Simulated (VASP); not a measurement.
# InP (Fmmm) in VASP: further runs

Runs on InP. Level: PBE. Tasks: single point.

Everything below comes from runs of VASP 6.6.1. Logs are shortened: lines on timing, memory, paths and dates and some standing lists are left out, and cuts for length are marked.

## (1) The cell of the first run

Symmetry: Fmmm, No. 69, orthorhombic system. Conventional cell: a = 5.208 Å, b = 5.651 Å, c = 5.762 Å, α = 90.00°, β = 90.00°, γ = 90.00°. Within 3.4 Å of In (site symmetry mmm) lie 6 P at 2.60 to 2.88 Å. P (site symmetry mmm) has 6 In at 2.60 to 2.88 Å within 3.4 Å.

## (2) Single point, PBE

Input file INCAR:

```
SYSTEM = InP
ALGO = Normal ; EDIFF = 1E-6
ENCUT = 520 ; GGA = PE
ISIF = 2 ; ISMEAR = 0
LASPH = .TRUE. ; LCHARG = .FALSE.
LREAL = .FALSE. ; LWAVE = .FALSE.
NBANDS = 16 ; NELM = 80
PREC = Accurate ; SIGMA = 0.15
```

Input file KPOINTS:

```
k-points
0
G
  18 18 18
  0 0 0
```

Input file POSCAR:

```
InP
1.0
    0.0000000000      2.8255636229      2.8809668312
    2.6039507897      0.0000000000      2.8809668312
    2.6039507897      2.8255636229      0.0000000000
In P
1 1
Direct
    0.0000000000      0.0000000000      0.0000000000
    0.5000000000      0.5000000000      0.5000000000
```

Potentials or basis: VASP PAW PBE potentials, release 64 (In_d, P).

Started as:

```sh
> cat potpaw_PBE.64/In_d/POTCAR potpaw_PBE.64/P/POTCAR > POTCAR
> mpirun -np 1 vasp_std > vasp.out
```

OUTCAR:

```text
SYSTEM = InP
   EDIFF = 1E-6
   ENCUT = 520
   GGA = PE
   ISIF = 2
   ISMEAR = 0
   LASPH = .TRUE.
   LREAL = .FALSE.
   NELM = 80
   PREC = Accurate

 ion  position               nearest neighbor table
   1  0.000  0.000  0.000-   2 2.60   2 2.60   2 2.83   2 2.83   2 2.88   2 2.88
   2  0.500  0.500  0.500-   1 2.60   1 2.60   1 2.83   1 2.83   1 2.88   1 2.88

  LATTYP: Found a face centered orthorhombic cell.
 ALAT       =     5.2079015794
 B/A-ratio  =     1.0851063830
 C/A-ratio  =     1.1063829787

  Lattice vectors:

 A1 = (   0.0000000000,   2.8255636229,   2.8809668312)
 A2 = (   2.6039507897,   0.0000000000,   2.8809668312)
 A3 = (   2.6039507897,   2.8255636229,   0.0000000000)

Analysis of symmetry for initial positions (statically):
=====================================================================
 Subroutine PRICEL returns:
 Original cell was already a primitive cell.

 Routine SETGRP: Setting up the symmetry group for a
 face centered orthorhombic supercell.

 Subroutine GETGRP returns: Found  8 space group operations
 (whereof  8 operations were pure point group operations)
 out of a pool of  8 trial point group operations.

The static configuration has the point symmetry D_2h.

Analysis of symmetry for dynamics (positions and initial velocities):
=====================================================================
 Subroutine PRICEL returns:
 Original cell was already a primitive cell.

 Routine SETGRP: Setting up the symmetry group for a
 face centered orthorhombic supercell.

 Subroutine GETGRP returns: Found  8 space group operations
 (whereof  8 operations were pure point group operations)
 out of a pool of  8 trial point group operations.

The dynamic configuration has the point symmetry D_2h.

 Subroutine INISYM returns: Found  8 space group operations
 (whereof  8 operations are pure point group operations),
 and found     1 'primitive' translations

----------------------------------------------------------------------------------------

                                     Primitive cell

  volume of cell :      42.3942

  direct lattice vectors                    reciprocal lattice vectors
     0.000000000  2.825563623  2.880966831    -0.192015917  0.176955846  0.173552849
     2.603950790  0.000000000  2.880966831     0.192015917 -0.176955846  0.173552849
     2.603950790  2.825563623  0.000000000     0.192015917  0.176955846 -0.173552849

  length of vectors
     4.035316551  3.883365756  3.842443168     0.313534807  0.313534807  0.313534807

  position of ions in fractional coordinates (direct lattice)
     0.000000000  0.000000000  0.000000000
     0.500000000  0.500000000  0.500000000

  ion indices of the primitive-cell ions
   primitive index   ion index
                 1           1
                 2           2

----------------------------------------------------------------------------------------

 KPOINTS: k-points

Automatic generation of k-mesh.
 Grid dimensions read from file:
 generate k-points for:   18   18   18

 Generating k-lattice:

  Cartesian coordinates                     Fractional coordinates (reciprocal lattice)
    -0.010667551  0.009830880  0.009641825     0.055555556  0.000000000  0.000000000
     0.010667551 -0.009830880  0.009641825    -0.000000000  0.055555556 -0.000000000
     0.010667551  0.009830880 -0.009641825     0.000000000  0.000000000  0.055555556

  Length of vectors
     0.017418600  0.017418600  0.017418600

  Shift w.r.t. Gamma in fractional coordinates (k-lattice)
     0.000000000  0.000000000  0.000000000

 Subroutine IBZKPT returns following result:
 ===========================================

 Found    865 irreducible k-points:

 Following reciprocal coordinates:
            Coordinates               Weight
  0.000000  0.000000  0.000000      1.000000
  0.055556 -0.000000 -0.000000      8.000000
  0.111111 -0.000000 -0.000000      8.000000
  0.166667  0.000000 -0.000000      8.000000
  0.222222 -0.000000 -0.000000      8.000000
  0.277778 -0.000000 -0.000000      8.000000
[... 16 lines left out ...]
 -0.277778  0.055556  0.000000      8.000000
 -0.222222  0.055556  0.000000      8.000000
 [... further k-points ...]
   k-points           NKPTS =    865   k-points in BZ     NKDIM =    865   number of bands    NBANDS=     16
   number of dos      NEDOS =    301   number of ions     NIONS =      2
   total plane-waves  NPLWV =  27000
   dimension x,y,z NGX =    30 NGY =   30 NGZ =   30
   dimension x,y,z NGXF=    60 NGYF=   60 NGZF=   60
   ions per type =               1   1
   NGX,Y,Z   is equivalent  to a cutoff of  12.36, 12.84, 12.98 a.u.
   NGXF,Y,Z  is equivalent  to a cutoff of  24.72, 25.69, 25.96 a.u.
 SYSTEM =  InP
   PREC   = accura    normal or accurate (medium, high low for compatibility)
   ISTART =      0    job   : 0-new  1-cont  2-samecut
   ICHARG =      2    charge: 1-file 2-atom 10-const
   ISPIN  =      1    spin polarized calculation?
   LNONCOLLINEAR =      F non collinear calculations
   LSORBIT =      F    spin-orbit coupling
   LASPH  =      T    aspherical Exc in radial PAW
   ENCUT  =  520.0 eV  38.22 Ry    6.18 a.u.   7.50  7.22  7.14*2*pi/ulx,y,z
   NELM   =     80;   NELMIN=  2; NELMDL= -5     # of ELM steps
   EDIFF  = 0.1E-05   stopping-criterion for ELM
   LREAL  =      F    real-space projection
   EDIFFG = 0.1E-04   stopping-criterion for IOM
   NSW    =      0    number of steps for IOM
   IBRION =     -1    ionic relax: 0-MD 1-quasi-New 2-CG
   NFREE  =      0    steps in history (QN), initial steepest desc. (CG)
   ISIF   =      2    stress and relaxation
   ISYM   =      2    0-nonsym 1-usesym 2-fastsym
   POTIM  = 0.5000    time-step for ionic-motion
   TEBEG  =    0.0;   TEEND  =   0.0 temperature during run
   PSTRESS=    0.0 pullay stress
   NELECT =      18.0000    total number of electrons
   NUPDOWN=      -1.0000    fix difference up-down
   EMIN   =  10.00;   EMAX   =-10.00  energy-range for DOS
   EFERMI =   0.00;   METHOD = LEGACY
   ISMEAR =     0;   SIGMA  =   0.15  broadening in eV -4-tet -1-fermi 0-gaus
   EFERMI_NEDOS =   21; number of points for ismear=-14 and -15
   IALGO  =     38    algorithm
   IMIX   =      4    mixing-type and parameters
     AMIX     =   0.40;   BMIX     =  1.00
     AMIX_MAG =   1.60;   BMIX_MAG =  1.00
  volume/ion in A,a.u.               =      21.20       143.04
  Fermi-wavevector in a.u.,A,eV,Ry     =   1.230449  2.325212 20.599286  1.514005
  Thomas-Fermi vector in A             =   2.365297
   LORBIT       =      0    0 simple, 1 ext, 2 COOP (PROOUT), +10 PAW based schemes
   GGA     = PE    functional components
   LHFCALC =     F    Hartree Fock is set to
   AEXX    =    0.0000 exact exchange contribution
   IVDW    =     0    specifies the selected vdW correction
   LEPSILON=     F    determine dielectric tensor
   LRPA    =     F    only Hartree local field effects (RPA)
 non-spin polarized calculation
 Gauss-broadening in eV      SIGMA  =   0.15
  energy-cutoff  :      520.00
  volume of cell :       42.39
 maximum number of plane-waves:      1168
   NGX = 15   NGY = 15   NGZ = 15

 number of electron      18.0000005 magnetization

 Free energy of the ion-electron system (eV)
  ---------------------------------------------------
  ext. energy  EPLUGINS =         0.00000000
  ---------------------------------------------------
  free energy    TOTEN  =        -7.82948194 eV

  energy without entropy =       -7.81602335  energy(sigma->0) =       -7.82275264

 E-fermi :   7.0579     XC(G=0): -10.3922

 val. band max:        7.0570194445   @ k =  -0.2778   0.2222   0.0556
 cond. band min:       7.0604473702   @ k =   0.3333   0.0556   0.1111
 fundamental gap:      0.0034279257
 Fermi energy:         7.0579041880

 k-point     1 :       0.0000    0.0000    0.0000
  band No.  band energies     occupation
      1      -7.2603      2.00000
      2      -7.1960      2.00000
      3      -7.1878      2.00000
      4      -7.1860      2.00000
      5      -7.1430      2.00000
      6      -4.9617      2.00000
[... 8 lines left out ...]
     15      14.9114      0.00000
     16      16.1591      0.00000

 k-point     2 :       0.0556   -0.0000   -0.0000
  band No.  band energies     occupation
      1      -7.2609      2.00000
      2      -7.1948      2.00000
      3      -7.1885      2.00000
      4      -7.1841      2.00000
      5      -7.1426      2.00000
      6      -4.9246      2.00000
[... 8 lines left out ...]
     15      14.9290      0.00000
     16      16.6018      0.00000

 k-point     3 :       0.1111   -0.0000   -0.0000
  band No.  band energies     occupation
      1      -7.2630      2.00000
      2      -7.1963      2.00000
      3      -7.1875      2.00000
      4      -7.1764      2.00000
      5      -7.1409      2.00000
      6      -4.8135      2.00000
[... 8 lines left out ...]
     15      14.9175      0.00000
     16      16.3743      0.00000

 k-point     4 :       0.1667    0.0000   -0.0000
  band No.  band energies     occupation
      1      -7.2673      2.00000
      2      -7.2032      2.00000
      3      -7.1840      2.00000
      4      -7.1629      2.00000
      5      -7.1374      2.00000
      6      -4.6298      2.00000
[... 8 lines left out ...]
     15      15.0734      0.00000
     16      15.9953      0.00000
[... 324 lines left out ...]
 k-point    22 :      -0.3333    0.0556    0.0000
  band No.  band energies     occupation
      1      -7.2907      2.00000
      2      -7.2334      2.00000
      3      -7.1822      2.00000
      4      -7.1124      2.00000
      5      -7.0996      2.00000
      6      -3.5400      2.00000
[... 8 lines left out ...]
     15      16.7741      0.00000
     16      18.0520      0.00000

 k-point    23 :      -0.2778    0.0556    0.0000
  band No.  band energies     occupation
      1      -7.2826      2.00000
      2      -7.2244      2.00000
      3      -7.1807      2.00000
      4      -7.1222      2.00000
      5      -7.1144      2.00000
      6      -3.9049      2.00000
[... 8 lines left out ...]
     15      16.1374      0.00000
     16      17.2763      0.00000

 k-point    24 :      -0.2222    0.0556    0.0000
  band No.  band energies     occupation
      1      -7.2744      2.00000
      2      -7.2148      2.00000
      3      -7.1800      2.00000
      4      -7.1342      2.00000
      5      -7.1295      2.00000
      6      -4.2379      2.00000
[... 8 lines left out ...]
     15      15.6512      0.00000
     16      16.5766      0.00000

 [... further k-points ...]
[... 5 lines left out ...]
  --------------------------------------------------------------------------------------
  -------------------------------------------------------------------------------------
  Total        2.4688953     -0.4712884     -0.8237452      0.0000000      0.0000000      0.0000000
  in kB       93.3054783    -17.8111204    -31.1313077      0.0000000      0.0000000      0.0000000
  external PRESSURE =      14.7876834 kB  Pullay stress =       0.0000000 kB

 VOLUME and BASIS-vectors are now :
 -----------------------------------------------------------------------------
  energy-cutoff  :      520.00
  volume of cell :       42.39
      direct lattice vectors                 reciprocal lattice vectors
     0.000000000  2.825563623  2.880966831    -0.192015917  0.176955846  0.173552849
     2.603950790  0.000000000  2.880966831     0.192015917 -0.176955846  0.173552849
     2.603950790  2.825563623  0.000000000     0.192015917  0.176955846 -0.173552849

 POSITION                                       TOTAL-FORCE (eV/Angst)
 -----------------------------------------------------------------------------------
      0.00000      0.00000      0.00000        -0.000000      0.000000     -0.000000
      2.60395      2.82556      2.88097         0.000000      0.000000      0.000000
 -----------------------------------------------------------------------------------
    total drift:                               -0.000000      0.000000      0.000000

  FREE ENERGIE OF THE ION-ELECTRON SYSTEM (eV)
  ---------------------------------------------------
  free  energy   TOTEN  =        -7.8294819361 eV

  energy  without entropy=       -7.8160233509  energy(sigma->0) =       -7.82275264
```

It took 7.8 min on 1 thread of Intel Xeon 6975P-C, shared host; peak memory 0.65 GiB.

What came out:

| Property | Result |
| --- | --- |
| Free energy | -7.8295 eV |
| Pressure | 1.5 GPa |
| Band gap on the k mesh | zero (band 9 reaches 7.38 eV, above the bottom of band 10 at 4.56 eV) |

Caveat: the cell differs from its parent crystal (strain +e along x and -e along y -0.0400, strain +e along z and -e/2 along x and y +0.0400); spin-orbit coupling is left out, which moves the levels of the heavy elements.

(Continued in part 2 of 2.)
